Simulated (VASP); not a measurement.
# ZrB2 in VASP: notebook

Aim: see how the results for ZrB2 move with the level of theory and the settings. Levels: PBE, r2SCAN. Tasks: single point, relaxation of cell and atoms.

All numbers are computed with VASP 6.6.1; they aren't measurements. Logs are shortened: lines on timing, memory, paths and dates and some standing lists are left out, and cuts for length are marked.

## (1) The cell of the first run

The structure is hexagonal, space group P6/mmm (No. 191). Conventional cell: a = 3.172 Å, b = 3.172 Å, c = 3.541 Å, α = 90.00°, β = 90.00°, γ = 120.00°. Zr (site symmetry 6/mmm) has 12 B at 2.55 Å and 6 Zr at 3.17 Å within 3.4 Å. B (site symmetry -6m2) has 3 B at 1.83 Å within 2.4 Å.

## (2) Single point, PBE

Contents of INCAR:

```
  PREC = Accurate
  ENCUT = 520
  EDIFF = 1E-6
  ISMEAR = 0
  SIGMA = 0.1
  LREAL = F
  LASPH = T
  NELM = 100
  ALGO = Normal
  ISIF = 2
  LWAVE = F
  LCHARG = F
  GGA = PE
  NBANDS = 16
```

Contents of KPOINTS:

```
Automatic mesh
0
Gamma
  18 18 14
```

Contents of POSCAR:

```
ZrB2
1.0
    3.1716352898      0.0000000029      0.0000000000
   -1.5858176474      2.7467167310      0.0000000000
    0.0000000000      0.0000000000      3.5407540344
Zr B
1 2
Direct
    0.0000000000      0.0000000000      0.0000000000
    0.3333333333      0.6666666667      0.5000000000
    0.6666666667      0.3333333333      0.5000000000
```

Potentials or basis: VASP PAW PBE potentials, release 64 (Zr_sv, B).

On the command line:

```sh
cat potpaw_PBE.64/Zr_sv/POTCAR potpaw_PBE.64/B/POTCAR > POTCAR
mpirun -np 1 vasp_std > vasp.out
```

OUTCAR:

```text
PREC = Accurate
   ENCUT = 520
   EDIFF = 1E-6
   ISMEAR = 0
   LREAL = F
   LASPH = T
   NELM = 100
   ISIF = 2
   GGA = PE

 ion  position               nearest neighbor table
   1  0.000  0.000  0.000-   2 2.55   3 2.55   2 2.55   3 2.55   2 2.55   2 2.55   3 2.55   3 2.55
                             3 2.55   3 2.55   2 2.55   2 2.55
   2  0.333  0.667  0.500-   3 1.83   3 1.83   3 1.83   1 2.55   1 2.55   1 2.55   1 2.55   1 2.55
                             1 2.55
   3  0.667  0.333  0.500-   2 1.83   2 1.83   2 1.83   1 2.55   1 2.55   1 2.55   1 2.55   1 2.55
                             1 2.55

  LATTYP: Found a hexagonal cell.
 ALAT       =     3.1716352898
 C/A-ratio  =     1.1163812074

  Lattice vectors:

 A1 = (   3.1716352898,   0.0000000029,   0.0000000000)
 A2 = (  -1.5858176474,   2.7467167310,   0.0000000000)
 A3 = (   0.0000000000,   0.0000000000,   3.5407540344)

Analysis of symmetry for initial positions (statically):
=====================================================================
 Subroutine PRICEL returns:
 Original cell was already a primitive cell.

 Routine SETGRP: Setting up the symmetry group for a
 hexagonal supercell.

 Subroutine GETGRP returns: Found 24 space group operations
 (whereof 24 operations were pure point group operations)
 out of a pool of 24 trial point group operations.

The static configuration has the point symmetry D_6h.

Analysis of symmetry for dynamics (positions and initial velocities):
=====================================================================
 Subroutine PRICEL returns:
 Original cell was already a primitive cell.

 Routine SETGRP: Setting up the symmetry group for a
 hexagonal supercell.

 Subroutine GETGRP returns: Found 24 space group operations
 (whereof 24 operations were pure point group operations)
 out of a pool of 24 trial point group operations.

The dynamic configuration has the point symmetry D_6h.

 Subroutine INISYM returns: Found 24 space group operations
 (whereof 24 operations are pure point group operations),
 and found     1 'primitive' translations

----------------------------------------------------------------------------------------

                                     Primitive cell

  volume of cell :      30.8456

  direct lattice vectors                    reciprocal lattice vectors
     3.171635290  0.000000003  0.000000000     0.315294764  0.182035517  0.000000000
    -1.585817647  2.746716731  0.000000000    -0.000000000  0.364071034  0.000000000
     0.000000000  0.000000000  3.540754034     0.000000000  0.000000000  0.282425718

  length of vectors
     3.171635290  3.171635290  3.540754034     0.364071034  0.364071034  0.282425718

  position of ions in fractional coordinates (direct lattice)
     0.000000000  0.000000000  0.000000000
     0.333333333  0.666666667  0.500000000
     0.666666667  0.333333333  0.500000000

  ion indices of the primitive-cell ions
   primitive index   ion index
                 1           1
                 2           2
                 3           3

----------------------------------------------------------------------------------------

 KPOINTS: Automatic mesh

Automatic generation of k-mesh.
 Grid dimensions read from file:
 generate k-points for:   18   18   14

 Generating k-lattice:

  Cartesian coordinates                     Fractional coordinates (reciprocal lattice)
     0.017516376  0.010113084  0.000000000     0.055555556  0.000000000  0.000000000
    -0.000000000  0.020226169  0.000000000     0.000000000  0.055555556  0.000000000
     0.000000000  0.000000000  0.020173266     0.000000000  0.000000000  0.071428571

  Length of vectors
     0.020226169  0.020226169  0.020173266

  Shift w.r.t. Gamma in fractional coordinates (k-lattice)
     0.000000000  0.000000000  0.000000000

 Subroutine IBZKPT returns following result:
 ===========================================

 Found    296 irreducible k-points:

 Following reciprocal coordinates:
            Coordinates               Weight
  0.000000  0.000000  0.000000      1.000000
  0.055556 -0.000000  0.000000      6.000000
  0.111111 -0.000000  0.000000      6.000000
  0.166667  0.000000  0.000000      6.000000
  0.222222 -0.000000  0.000000      6.000000
  0.277778 -0.000000  0.000000      6.000000
[... 16 lines left out ...]
  0.333333  0.111111  0.000000     12.000000
  0.388889  0.111111  0.000000     12.000000
 [... further k-points ...]
   k-points           NKPTS =    296   k-points in BZ     NKDIM =    296   number of bands    NBANDS=     16
   number of dos      NEDOS =    301   number of ions     NIONS =      3
   total plane-waves  NPLWV =  16128
   dimension x,y,z NGX =    24 NGY =   24 NGZ =   28
   dimension x,y,z NGXF=    48 NGYF=   48 NGZF=   56
   ions per type =               1   2
   NGX,Y,Z   is equivalent  to a cutoff of  12.58, 12.58, 13.15 a.u.
   NGXF,Y,Z  is equivalent  to a cutoff of  25.16, 25.16, 26.29 a.u.
 SYSTEM =  unknown system
   PREC   = accura    normal or accurate (medium, high low for compatibility)
   ISTART =      0    job   : 0-new  1-cont  2-samecut
   ICHARG =      2    charge: 1-file 2-atom 10-const
   ISPIN  =      1    spin polarized calculation?
   LNONCOLLINEAR =      F non collinear calculations
   LSORBIT =      F    spin-orbit coupling
   LASPH  =      T    aspherical Exc in radial PAW
   ENCUT  =  520.0 eV  38.22 Ry    6.18 a.u.   5.90  5.90  6.58*2*pi/ulx,y,z
   NELM   =    100;   NELMIN=  2; NELMDL= -5     # of ELM steps
   EDIFF  = 0.1E-05   stopping-criterion for ELM
   LREAL  =      F    real-space projection
   EDIFFG = 0.1E-04   stopping-criterion for IOM
   NSW    =      0    number of steps for IOM
   IBRION =     -1    ionic relax: 0-MD 1-quasi-New 2-CG
   NFREE  =      0    steps in history (QN), initial steepest desc. (CG)
   ISIF   =      2    stress and relaxation
   ISYM   =      2    0-nonsym 1-usesym 2-fastsym
   POTIM  = 0.5000    time-step for ionic-motion
   TEBEG  =    0.0;   TEEND  =   0.0 temperature during run
   PSTRESS=    0.0 pullay stress
   NELECT =      18.0000    total number of electrons
   NUPDOWN=      -1.0000    fix difference up-down
   EMIN   =  10.00;   EMAX   =-10.00  energy-range for DOS
   EFERMI =   0.00;   METHOD = LEGACY
   ISMEAR =     0;   SIGMA  =   0.10  broadening in eV -4-tet -1-fermi 0-gaus
   EFERMI_NEDOS =   21; number of points for ismear=-14 and -15
   IALGO  =     38    algorithm
   IMIX   =      4    mixing-type and parameters
     AMIX     =   0.40;   BMIX     =  1.00
     AMIX_MAG =   1.60;   BMIX_MAG =  1.00
  volume/ion in A,a.u.               =      10.28        69.39
  Fermi-wavevector in a.u.,A,eV,Ry     =   1.368048  2.585236 25.464061  1.871556
  Thomas-Fermi vector in A             =   2.494047
   LORBIT       =      0    0 simple, 1 ext, 2 COOP (PROOUT), +10 PAW based schemes
   GGA     = PE    functional components
   LHFCALC =     F    Hartree Fock is set to
   AEXX    =    0.0000 exact exchange contribution
   IVDW    =     0    specifies the selected vdW correction
   LEPSILON=     F    determine dielectric tensor
   LRPA    =     F    only Hartree local field effects (RPA)
 non-spin polarized calculation
 Gauss-broadening in eV      SIGMA  =   0.10
  energy-cutoff  :      520.00
  volume of cell :       30.85
 maximum number of plane-waves:       852
 NGX is ok and might be reduce to    24
   NGX = 11   NGY = 11   NGZ = 13

 number of electron      18.0000000 magnetization

 Free energy of the ion-electron system (eV)
  ---------------------------------------------------
  ext. energy  EPLUGINS =         0.00000000
  ---------------------------------------------------
  free energy    TOTEN  =       -24.97825415 eV

  energy without entropy =      -24.97643113  energy(sigma->0) =      -24.97734264

 E-fermi :  10.5588     XC(G=0): -12.4280

 val. band max:       10.5320179851   @ k =   0.0556   0.0556   0.2857
 cond. band min:      10.5686005719   @ k =   0.1667   0.1667   0.2143
 fundamental gap:      0.0365825868
 Fermi energy:        10.5588050694

 k-point     1 :       0.0000    0.0000    0.0000
  band No.  band energies     occupation
      1     -38.1528      2.00000
      2     -16.3400      2.00000
      3     -15.7863      2.00000
      4     -15.7863      2.00000
      5      -2.2280      2.00000
      6       7.8769      2.00000
[... 8 lines left out ...]
     15      15.6320      0.00000
     16      15.6320      0.00000

 k-point     2 :       0.0556   -0.0000    0.0000
  band No.  band energies     occupation
      1     -38.1494      2.00000
      2     -16.3349      2.00000
      3     -15.8165      2.00000
      4     -15.7928      2.00000
      5      -2.1660      2.00000
      6       7.6877      2.00000
[... 8 lines left out ...]
     15      15.9434      0.00000
     16      16.1055      0.00000

 k-point     3 :       0.1111   -0.0000    0.0000
  band No.  band energies     occupation
      1     -38.1395      2.00000
      2     -16.3201      2.00000
      3     -15.9028      2.00000
      4     -15.8116      2.00000
      5      -1.9834      2.00000
      6       7.1866      2.00000
[... 8 lines left out ...]
     15      16.3754      0.00000
     16      17.0050      0.00000

 k-point     4 :       0.1667    0.0000    0.0000
  band No.  band energies     occupation
      1     -38.1243      2.00000
      2     -16.2974      2.00000
      3     -16.0324      2.00000
      4     -15.8402      2.00000
      5      -1.6892      2.00000
      6       6.5006      2.00000
[... 8 lines left out ...]
     15      17.2448      0.00000
     16      17.3847      0.00000
[... 324 lines left out ...]
 k-point    22 :       0.2778    0.1111    0.0000
  band No.  band energies     occupation
      1     -38.0615      2.00000
      2     -16.4914      2.00000
      3     -16.2035      2.00000
      4     -16.0033      2.00000
      5      -0.1045      2.00000
      6       4.1718      2.00000
[... 8 lines left out ...]
     15      18.3554      0.00000
     16      20.0834      0.00000

 k-point    23 :       0.3333    0.1111    0.0000
  band No.  band energies     occupation
      1     -38.0470      2.00000
      2     -16.5930      2.00000
      3     -16.1816      2.00000
      4     -16.0394      2.00000
      5       0.5087      2.00000
      6       3.4135      2.00000
[... 8 lines left out ...]
     15      19.2322      0.00000
     16      19.8138      0.00000

 k-point    24 :       0.3889    0.1111    0.0000
  band No.  band energies     occupation
      1     -38.0374      2.00000
      2     -16.6585      2.00000
      3     -16.1672      2.00000
      4     -16.0629      2.00000
      5       1.1703      2.00000
      6       2.6610      2.00000
[... 8 lines left out ...]
     15      19.1881      0.00000
     16      19.9461      0.00000

 [... further k-points ...]
[... 5 lines left out ...]
  --------------------------------------------------------------------------------------
  -------------------------------------------------------------------------------------
  Total        0.0261163      0.0261163      0.0387289      0.0000000      0.0000000      0.0000000
  in kB        1.3565304      1.3565304      2.0116495      0.0000000      0.0000000      0.0000000
  external PRESSURE =       1.5749034 kB  Pullay stress =       0.0000000 kB

 VOLUME and BASIS-vectors are now :
 -----------------------------------------------------------------------------
  energy-cutoff  :      520.00
  volume of cell :       30.85
      direct lattice vectors                 reciprocal lattice vectors
     3.171635290  0.000000003  0.000000000     0.315294764  0.182035517  0.000000000
    -1.585817647  2.746716731  0.000000000    -0.000000000  0.364071034  0.000000000
     0.000000000  0.000000000  3.540754034     0.000000000  0.000000000  0.282425718

 POSITION                                       TOTAL-FORCE (eV/Angst)
 -----------------------------------------------------------------------------------
      0.00000      0.00000      0.00000         0.000000      0.000000      0.000000
     -0.00000      1.83114      1.77038        -0.000000      0.000000      0.000000
      1.58582      0.91557      1.77038         0.000000     -0.000000      0.000000
 -----------------------------------------------------------------------------------
    total drift:                               -0.000000      0.000000      0.000000

  FREE ENERGIE OF THE ION-ELECTRON SYSTEM (eV)
  ---------------------------------------------------
  free  energy   TOTEN  =       -24.9782541468 eV

  energy  without entropy=      -24.9764311291  energy(sigma->0) =      -24.97734264
```

Wall time 54 s (1 thread of Intel Xeon Platinum 8488C (Sapphire Rapids), shared host); peak memory 0.25 GiB.

What came out:

| Quantity | Value |
| --- | --- |
| Free energy | -24.9783 eV |
| Pressure | 0.2 GPa |
| Band gap on the k mesh | zero (band 9 reaches 11.15 eV, above the bottom of band 10 at 9.98 eV) |

## (3) Single point, r2SCAN

POSCAR is that of step 2.

Contents of INCAR.step1:

```
  PREC = Accurate
  ENCUT = 520
  ISMEAR = 0
  SIGMA = 0.1
  LREAL = False
  LASPH = True
  NELM = 100
  NBANDS = 16
  GGA = PE
  ALGO = Normal
  EDIFF = 1E-4
  LWAVE = True
  LCHARG = False
```

Contents of INCAR.step2:

```
  PREC = Accurate
  ENCUT = 520
  EDIFF = 1E-7
  ISMEAR = 0
  SIGMA = 0.1
  LREAL = False
  LASPH = True
  NELM = 100
  ALGO = Normal
  ISIF = 2
  LWAVE = False
  LCHARG = False
  METAGGA = R2SCAN
  LMIXTAU = True
  NBANDS = 16
  ISTART = 1
```

KPOINTS is that of step 2.

Potentials or basis: VASP PAW PBE potentials, release 64 (Zr_sv, B).

On the command line:

```sh
cat potpaw_PBE.64/Zr_sv/POTCAR potpaw_PBE.64/B/POTCAR > POTCAR
cp INCAR.step1 INCAR
mpirun -np 1 vasp_std > vasp.out
cp INCAR.step2 INCAR
mpirun -np 1 vasp_std > vasp.out
```

Wall time 4.7 min (1 thread of Intel Xeon Platinum 8488C (Sapphire Rapids), shared host); peak memory 0.26 GiB.

Results (log left out):

```
Free energy            : -40.6366 eV
Pressure               : 0.1 GPa
Band gap on the k mesh : zero (band 9 reaches 11.32 eV, above the bottom of band 10 at 10.04 eV)
```

Stress tensor (GPa, compression positive):
```
-0.33  0.00  0.00
 0.00 -0.33  0.00
 0.00  0.00  0.95
```

Levels at points of the mesh, in eV from the Fermi level:
| k point | band 7 | band 8 | band 9 | band 10 | band 11 | band 12 |
| --- | --- | --- | --- | --- | --- | --- |
| (0.00, 0.00, 0.00) | -2.86 | -2.76 | -2.71 | 3.51 | 3.51 | 4.32 |
| (0.50, 0.00, 0.00) | -4.23 | -3.38 | -2.87 | 2.19 | 2.35 | 5.05 |
| (0.00, 0.00, 0.50) | -1.14 | -1.14 | 0.28 | 0.28 | 0.76 | 0.76 |
| (0.50, 0.00, 0.50) | -4.97 | -4.46 | -2.37 | 3.85 | 4.11 | 5.42 |

Caveat: the PAW data sets were made with another functional, which shifts forces and pressure a little.

(Part 1 of 2 ends here.)
